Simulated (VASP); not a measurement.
Input of a VASP 6.6.1 run:

File INCAR:

```
SYSTEM = Ca31S32
ALGO     = Normal         ! electronic algorithm
EDIFF    = 1E-7           ! SCF threshold, eV
EDIFFG   = -0.03          ! ionic threshold
ENCUT    = 450            ! plane-wave cutoff, eV
GGA      = PS             ! functional
GGA_COMPAT= .FALSE.      
IBRION   = 2              ! ionic algorithm
ISIF     = 2              ! what is computed and relaxed
ISMEAR   = -1             ! smearing method
ISYM     = -1           
KPAR     = 1            
LASPH    = .TRUE.         ! aspherical terms in the spheres
LCHARG   = .FALSE.        ! write CHGCAR
LREAL    = Auto         
LWAVE    = .FALSE.        ! write WAVECAR
NELECT   = 504.0        
NELM     = 120            ! most SCF steps
NELMIN   = 4            
NSW      = 100            ! ionic steps
PREC     = Accurate       ! precision mode
SIGMA    = 0.05           ! smearing width, eV
```

File KPOINTS:

```
explicit points
1
Reciprocal
  0.25000000   0.25000000   0.25000000 1
```

POSCAR

```
Ca31S32
1.0
   11.2664380000      0.0000000000      0.0000000000
    0.0000000000     11.2664380000      0.0000000000
    0.0000000000      0.0000000000     11.2664380000
S Ca
32 31
Direct
    0.2500160000      0.0023610000      0.9999760000
    0.2529870000      0.9990150000      0.4987480000
    0.2498240000      0.4988680000      0.9976260000
    0.2510930000      0.4995870000      0.5011760000
    0.7498780000      0.0012690000      0.0002880000
    0.7496070000      0.0016930000      0.4997940000
    0.7517540000      0.4986140000      0.0013400000
    0.7517550000      0.4982630000      0.4965380000
    0.0021790000      0.2538840000      0.9987500000
    0.0006130000      0.2507900000      0.5008740000
    0.9994990000      0.7512100000      0.0011030000
    0.0005310000      0.7498340000      0.5012200000
    0.4995180000      0.2493550000      0.9985660000
    0.5022050000      0.2470790000      0.4998530000
    0.4990350000      0.7475210000      0.0014740000
    0.5006840000      0.7490550000      0.4953520000
    0.9994950000      0.0000150000      0.2495620000
    0.0000200000      0.0026960000      0.7513920000
    0.0013200000      0.5028310000      0.2484420000
    0.0005150000      0.4994080000      0.7505620000
    0.5000970000      0.0036920000      0.2512310000
    0.5007900000      0.0027260000      0.7498970000
    0.4983550000      0.5017850000      0.2508820000
    0.4978540000      0.4979820000      0.7502470000
    0.2472040000      0.2489370000      0.2495190000
    0.2495640000      0.2482150000      0.7480200000
    0.2467310000      0.7501450000      0.2484250000
    0.2493800000      0.7497410000      0.7463430000
    0.7506490000      0.2480610000      0.2496400000
    0.7483420000      0.2486040000      0.7507410000
    0.7511990000      0.7494920000      0.2509300000
    0.7512720000      0.7481720000      0.7521260000
    0.0033940000      0.0000280000      0.9997820000
    0.0001500000      0.9993150000      0.4990200000
    0.0019680000      0.4975190000      0.0025900000
    0.9986490000      0.5009010000      0.4984640000
    0.4989660000      0.9967570000      0.0006230000
    0.5014340000      0.0018370000      0.5003940000
    0.4958450000      0.5010900000      0.9985330000
    0.2524590000      0.2540710000      0.9969470000
    0.2514180000      0.2528950000      0.5005820000
    0.2518860000      0.7473730000      0.0003120000
    0.2501740000      0.7509940000      0.5020290000
    0.7478610000      0.2508230000      0.9974920000
    0.7501050000      0.2525070000      0.5015800000
    0.7489580000      0.7474430000      0.0015590000
    0.7476700000      0.7504590000      0.5004720000
    0.2494080000      0.0024630000      0.2501160000
    0.2497870000      0.0035600000      0.7522790000
    0.2512440000      0.5010490000      0.2488040000
    0.2470990000      0.4980020000      0.7473590000
    0.7508330000      0.0006470000      0.2489200000
    0.7476490000      0.0010030000      0.7485410000
    0.7494510000      0.4988580000      0.2511550000
    0.7481430000      0.4989200000      0.7495050000
    0.0010960000      0.2487300000      0.2508120000
    0.0007170000      0.2515410000      0.7479550000
    0.9997370000      0.7516920000      0.2512340000
    0.9988890000      0.7492280000      0.7509970000
    0.4995080000      0.2504800000      0.2475310000
    0.5042940000      0.2489430000      0.7496610000
    0.4983930000      0.7503780000      0.2492820000
    0.5001950000      0.7517670000      0.7511330000
```

Potentials or basis: VASP PAW PBE potentials, release 64 (S, Ca_sv).

Launch:

```sh
$ cat potpaw_PBE.64/S/POTCAR potpaw_PBE.64/Ca_sv/POTCAR > POTCAR
$ mpirun -np 8 vasp_std > vasp.out
```

Q: What does it give for the energy gained by relaxing?

A: 10.4 meV/atom.

The path:
| step | energy change (eV) | largest force (eV/Å) | pressure (GPa) |
| --- | --- | --- | --- |
| 1 | 0.0000 | 0.8339 | 1.53 |
| 2 | -0.3940 | 0.5094 | 1.56 |
| 3 | -0.6166 | 0.1940 | 1.66 |
| 4 | -0.6411 | 0.1168 | 1.67 |
| 5 | -0.6544 | 0.0534 | 1.69 |
| 6 | -0.6570 | 0.0234 | 1.69 |

Caveat: the cell carries a net charge on a neutralising background, which shifts energy and pressure; the cell is charged against a uniform background, so pressure and absolute levels hang on convention; the PAW data sets were made with another functional, which shifts forces and pressure a little.
